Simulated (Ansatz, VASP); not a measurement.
**Ag2PdS2: VASP beside Ansatz**

```xyz
10
Lattice="6.1522 0.0000 0.0000 0.0000 8.3424 0.0000 0.0000 0.0000 4.4584" Properties=species:S:1:pos:R:3 pbc="T T T"
Ag    0.7913    5.5754    0.0000
Ag    5.3609    2.7670    0.0000
Ag    3.8674    6.9382    2.2292
Ag    2.2848    1.4042    2.2292
Pd    0.0000    0.0000    2.2292
Pd    3.0761    4.1712    0.0000
S     4.9234    7.4999    0.0000
S     1.2288    0.8424    0.0000
S     1.8473    5.0136    2.2292
S     4.3049    3.3288    2.2292
```

Alike in both runs: task relaxation of cell and atoms; functional PBE; k mesh 2 × 2 × 3; occupations gaussian, width 0.15 eV; no spin polarisation.

```csv
,VASP,Ansatz
version,VASP 6.6.1,Ansatz 0.2.0
potentials or method,"VASP PAW PBE potentials, release 64 (Ag, Pd, S), cutoff 600 eV","scalar-relativistic, plane waves, PAW"
valence electrons in the cell,88,136
```

|  | VASP | Ansatz | Ansatz less VASP |
| --- | --- | --- | --- |
| gap on the k mesh at the Fermi level, each at its own relaxed structure (eV) | 0.47 | 0.76 | +0.293 |
| relaxed volume (Å³/atom) | 21.01 | 19.48 | -1.536 |
| relaxed length of the cell vector where the two differ most in proportion (Å) | 7.584 | 5.512 | -2.0719 |

One of these differences is far larger than is usual between the two programs; its cause wasn't traced. VASP's potentials hold 88 valence electrons a cell and Ansatz's 136, so a difference there can come from the potentials and not from the codes.

The k mesh is coarse, so the values compare programs but aren't converged.
